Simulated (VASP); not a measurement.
# LiBr (Fm-3m) in VASP: single point with PBE

Aim: the single point of LiBr with PBE.

All numbers are computed with VASP 6.6.1; they aren't measurements. Logs are shortened: lines on timing, memory, paths and dates and some standing lists are left out, and cuts for length are marked.

## Step 1: The cell of the first run

It takes space group Fm-3m (No. 225, cubic). Conventional cell: a = 5.561 Å, b = 5.561 Å, c = 5.561 Å, α = 90.00°, β = 90.00°, γ = 90.00°. Li (site symmetry m-3m) has 6 Br at 2.78 Å within 3.7 Å. Br (site symmetry m-3m) has 6 Li at 2.78 Å within 3.7 Å.

## Step 2: Single point, PBE (volume scaled by 1.04)

The input, INCAR:

```
ALGO = Normal
EDIFF = 1E-6
ENCUT = 750
GGA = PE
GGA_COMPAT = F
ISIF = 2
ISMEAR = -1
LASPH = T
LCHARG = T
LELF = T
LREAL = F
LVHAR = T
LWAVE = F
NBANDS = 12
NELM = 120
PREC = Accurate
SIGMA = 0.03
```

The input, KPOINTS:

```
k-points
0
Gamma
  8 8 8
```

The input, POSCAR:

```
LiBr
1.0
    0.0000000000      2.7806159838      2.7806159838
    2.7806159838      0.0000000000      2.7806159838
    2.7806159838      2.7806159838      0.0000000000
Li Br
1 1
Direct
    0.0000000000      0.0000000000      0.0000000000
    0.5000000000      0.5000000000      0.5000000000
```

Potentials or basis: VASP PAW PBE potentials, release 64 (Li_sv, Br).

Run with:

```sh
$ cat potpaw_PBE.64/Li_sv/POTCAR potpaw_PBE.64/Br/POTCAR > POTCAR
$ mpirun -np 1 vasp_std > vasp.out
```

OUTCAR:

```text
EDIFF = 1E-6
   ENCUT = 750
   GGA = PE
   ISIF = 2
   ISMEAR = -1
   LASPH = T
   LREAL = F
   NELM = 120
   PREC = Accurate

 ion  position               nearest neighbor table
   1  0.000  0.000  0.000-
   2  0.500  0.500  0.500-

  LATTYP: Found a face centered cubic cell.
 ALAT       =     5.5612319676

  Lattice vectors:

 A1 = (   0.0000000000,   2.7806159838,   2.7806159838)
 A2 = (   2.7806159838,   0.0000000000,   2.7806159838)
 A3 = (   2.7806159838,   2.7806159838,   0.0000000000)

Analysis of symmetry for initial positions (statically):
=====================================================================
 Subroutine PRICEL returns:
 Original cell was already a primitive cell.

 Routine SETGRP: Setting up the symmetry group for a
 face centered cubic supercell.

 Subroutine GETGRP returns: Found 48 space group operations
 (whereof 48 operations were pure point group operations)
 out of a pool of 48 trial point group operations.

The static configuration has the point symmetry O_h .

Analysis of symmetry for dynamics (positions and initial velocities):
=====================================================================
 Subroutine PRICEL returns:
 Original cell was already a primitive cell.

 Routine SETGRP: Setting up the symmetry group for a
 face centered cubic supercell.

 Subroutine GETGRP returns: Found 48 space group operations
 (whereof 48 operations were pure point group operations)
 out of a pool of 48 trial point group operations.

The dynamic configuration has the point symmetry O_h .

 Subroutine INISYM returns: Found 48 space group operations
 (whereof 48 operations are pure point group operations),
 and found     1 'primitive' translations

----------------------------------------------------------------------------------------

                                     Primitive cell

  volume of cell :      42.9985

  direct lattice vectors                    reciprocal lattice vectors
     0.000000000  2.780615984  2.780615984    -0.179816272  0.179816272  0.179816272
     2.780615984  0.000000000  2.780615984     0.179816272 -0.179816272  0.179816272
     2.780615984  2.780615984  0.000000000     0.179816272  0.179816272 -0.179816272

  length of vectors
     3.932384836  3.932384836  3.932384836     0.311450919  0.311450919  0.311450919

  position of ions in fractional coordinates (direct lattice)
     0.000000000  0.000000000  0.000000000
[... 80 lines left out ...]
   EDIFFG = 0.1E-04   stopping-criterion for IOM
   NSW    =      0    number of steps for IOM
   IBRION =     -1    ionic relax: 0-MD 1-quasi-New 2-CG
   NFREE  =      0    steps in history (QN), initial steepest desc. (CG)
   ISIF   =      2    stress and relaxation
   ISYM   =      2    0-nonsym 1-usesym 2-fastsym
   POTIM  = 0.5000    time-step for ionic-motion
   TEBEG  =    0.0;   TEEND  =   0.0 temperature during run
   PSTRESS=    0.0 pullay stress
   NELECT =      10.0000    total number of electrons
   NUPDOWN=      -1.0000    fix difference up-down
   EMIN   =  10.00;   EMAX   =-10.00  energy-range for DOS
   EFERMI =   0.00;   METHOD = LEGACY
   ISMEAR =    -1;   SIGMA  =   0.03  broadening in eV -4-tet -1-fermi 0-gaus
   EFERMI_NEDOS =   21; number of points for ismear=-14 and -15
   IALGO  =     38    algorithm
   IMIX   =      4    mixing-type and parameters
     AMIX     =   0.40;   BMIX     =  1.00
     AMIX_MAG =   1.60;   BMIX_MAG =  1.00
  volume/ion in A,a.u.               =      21.50       145.08
  Fermi-wavevector in a.u.,A,eV,Ry     =   1.006755  1.902491 13.790263  1.013556
  Thomas-Fermi vector in A             =   2.139517
   LORBIT       =      0    0 simple, 1 ext, 2 COOP (PROOUT), +10 PAW based schemes
   GGA     = PE    functional components
   LHFCALC =     F    Hartree Fock is set to
   AEXX    =    0.0000 exact exchange contribution
   IVDW    =     0    specifies the selected vdW correction
   LEPSILON=     F    determine dielectric tensor
   LRPA    =     F    only Hartree local field effects (RPA)
 non-spin polarized calculation
  energy-cutoff  :      750.00
  volume of cell :       43.00
 maximum number of plane-waves:      2044
   NGX = 17   NGY = 17   NGZ = 17

 number of electron      10.0000000 magnetization

 number of electron       9.9999999 magnetization

 Free energy of the ion-electron system (eV)
  ---------------------------------------------------
  ext. energy  EPLUGINS =         0.00000000
  ---------------------------------------------------
  free energy    TOTEN  =        -6.63895241 eV

  energy without entropy =       -6.63895241  energy(sigma->0) =       -6.63895241

 E-fermi :   0.7811     XC(G=0):  -8.2911

 val. band max:        0.0886594271   @ k =   0.0000   0.0000   0.0000
 cond. band min:       4.8932744860   @ k =   0.0000   0.0000   0.0000
 fundamental gap:      4.8046150589
 Fermi energy:         0.7810945121

 k-point     1 :       0.0000    0.0000    0.0000
  band No.  band energies     occupation
      1     -44.3616      2.00000
      2     -13.2366      2.00000
      3       0.0887      2.00000
      4       0.0887      2.00000
      5       0.0887      2.00000
      6       4.8933      0.00000
      7      10.5619      0.00000
      8      10.5619      0.00000
      9      10.5619      0.00000
     10      12.1831      0.00000
     11      12.1831      0.00000
     12      12.1831      0.00000
[... 331 lines left out ...]
 k-point    24 :      -0.3750    0.2500    0.1250
  band No.  band energies     occupation
      1     -44.3606      2.00000
      2     -12.7214      2.00000
      3      -2.3792      2.00000
      4      -1.1753      2.00000
      5      -0.4832      2.00000
      6       7.0910      0.00000
      7       7.9205      0.00000
      8       9.2271      0.00000
      9      10.5642      0.00000
     10      13.5076      0.00000
     11      13.8606      0.00000
     12      16.4591      0.00000

 [... further k-points ...]
[... 5 lines left out ...]
  --------------------------------------------------------------------------------------
  -------------------------------------------------------------------------------------
  Total       -0.1892735     -0.1892735     -0.1892735     -0.0000000     -0.0000000      0.0000000
  in kB       -7.0525707     -7.0525707     -7.0525707     -0.0000000     -0.0000000      0.0000000
  external PRESSURE =      -7.0525707 kB  Pullay stress =       0.0000000 kB

 VOLUME and BASIS-vectors are now :
 -----------------------------------------------------------------------------
  energy-cutoff  :      750.00
  volume of cell :       43.00
      direct lattice vectors                 reciprocal lattice vectors
     0.000000000  2.780615984  2.780615984    -0.179816272  0.179816272  0.179816272
     2.780615984  0.000000000  2.780615984     0.179816272 -0.179816272  0.179816272
     2.780615984  2.780615984  0.000000000     0.179816272  0.179816272 -0.179816272

 POSITION                                       TOTAL-FORCE (eV/Angst)
 -----------------------------------------------------------------------------------
      0.00000      0.00000      0.00000        -0.000000      0.000000      0.000000
      2.78062      2.78062      2.78062         0.000000     -0.000000     -0.000000
 -----------------------------------------------------------------------------------
    total drift:                                0.000000      0.000000      0.000000

  FREE ENERGIE OF THE ION-ELECTRON SYSTEM (eV)
  ---------------------------------------------------
  free  energy   TOTEN  =        -6.6389524146 eV

  energy  without entropy=       -6.6389524146  energy(sigma->0) =       -6.63895241
```

Wall time 18 s (1 thread of Intel Xeon Platinum 8259CL at 2.50GHz (Skylake/Cascade Lake), shared host); peak memory 0.21 GiB.

Results:

```
Free energy            : -6.6390 eV
Pressure               : -0.7 GPa
Band gap on the k mesh : 4.80 eV, direct
```

Levels at points of the mesh, in eV from the valence-band top:
```csv
k point,band 2,band 3,band 4,band 5,band 6,band 7,band 8,band 9
"(0.00, 0.00, 0.00)",-13.33,0.00,0.00,0.00,4.80,10.47,10.47,10.47
"(0.50, 0.00, 0.00)",-12.89,-2.74,-0.25,-0.25,5.61,8.10,8.10,11.43
"(0.50, 0.50, 0.00)",-12.72,-2.73,-1.07,-1.07,6.20,7.16,11.36,12.22
```
